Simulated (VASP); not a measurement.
Set up this calculation in VASP 6.6.1, as the native input.

| Item | Value |
| --- | --- |
| Task | single point |
| Functional | r2SCAN |
| Potentials or basis | VASP PAW PBE potentials, release 64 (Mo_sv) |
| Cutoff | 520 eV |
| k mesh | 24 × 24 × 24 |
| Occupations | gaussian, width 0.15 eV |
| Spin | no spin polarisation |
| Dipole correction | no |
| Further INCAR settings | ALGO = Normal; EDIFF = 1e-07; NBANDS = 13 |

Crystal: Mo.

```xyz
1
Lattice="2.7488 0.0000 0.0000 -1.3744 2.3805 0.0000 0.0000 0.0000 2.5339" Properties=species:S:1:pos:R:3 pbc="T T T"
Mo    0.0000    0.0000    1.2670
```

One way to write it, as run:

POSCAR

```
Mo
1.0
    2.7488179334      0.0000000000      0.0000000000
   -1.3744089667      2.3805461607      0.0000000000
    0.0000000000      0.0000000000      2.5339005368
Mo
1
Direct
    0.0000000000      0.0000000000      0.5000000000
```

INCAR.step1

```
SYSTEM = Mo
PREC     = Accurate       ! precision mode
ENCUT    = 520            ! plane-wave cutoff, eV
ISMEAR   = 0              ! smearing method
SIGMA    = 0.15           ! smearing width, eV
LREAL    = .FALSE.        ! projectors in reciprocal space
LASPH    = .TRUE.         ! aspherical terms in the spheres
NELM     = 80             ! most SCF steps
NBANDS   = 13             ! bands
GGA      = PE             ! functional
ALGO     = Normal         ! electronic algorithm
EDIFF    = 1E-4           ! SCF threshold, eV
LWAVE    = .TRUE.         ! write WAVECAR
LCHARG   = .FALSE.        ! write CHGCAR
```

INCAR.step2

```
SYSTEM = Mo
PREC     = Accurate       ! precision mode
ENCUT    = 520            ! plane-wave cutoff, eV
EDIFF    = 1E-7           ! SCF threshold, eV
ISMEAR   = 0              ! smearing method
SIGMA    = 0.15           ! smearing width, eV
LREAL    = .FALSE.        ! projectors in reciprocal space
LASPH    = .TRUE.         ! aspherical terms in the spheres
NELM     = 80             ! most SCF steps
ALGO     = Normal         ! electronic algorithm
ISIF     = 2              ! what is computed and relaxed
LWAVE    = .FALSE.        ! write WAVECAR
LCHARG   = .TRUE.         ! write CHGCAR
METAGGA  = R2SCAN         ! meta-GGA
LMIXTAU  = .TRUE.       
LELF     = .TRUE.         ! ELF
LVHAR    = .TRUE.       
NBANDS   = 13             ! bands
ISTART   = 1
```

KPOINTS

```
regular mesh
0
G
  24 24 24
  0 0 0
```

Potentials or basis: VASP PAW PBE potentials, release 64 (Mo_sv).

Run with:

```sh
$ cat potpaw_PBE.64/Mo_sv/POTCAR > POTCAR
$ cp INCAR.step1 INCAR
$ mpirun -np 1 vasp_std > vasp.out
$ cp INCAR.step2 INCAR
$ mpirun -np 1 vasp_std > vasp.out
```

Results of the run:

- Pressure: 0.9 GPa
- Band gap on the k mesh: zero (band 7 reaches 12.44 eV, above the bottom of band 8 at 10.58 eV)

Caveat: the PAW data sets were made with another functional, which shifts forces and pressure a little.

Run time: 3.8 min on 1 thread of Intel(R) Xeon(R) 6975P-C (Granite Rapids), with other jobs on the host, peak memory 0.26 GiB.
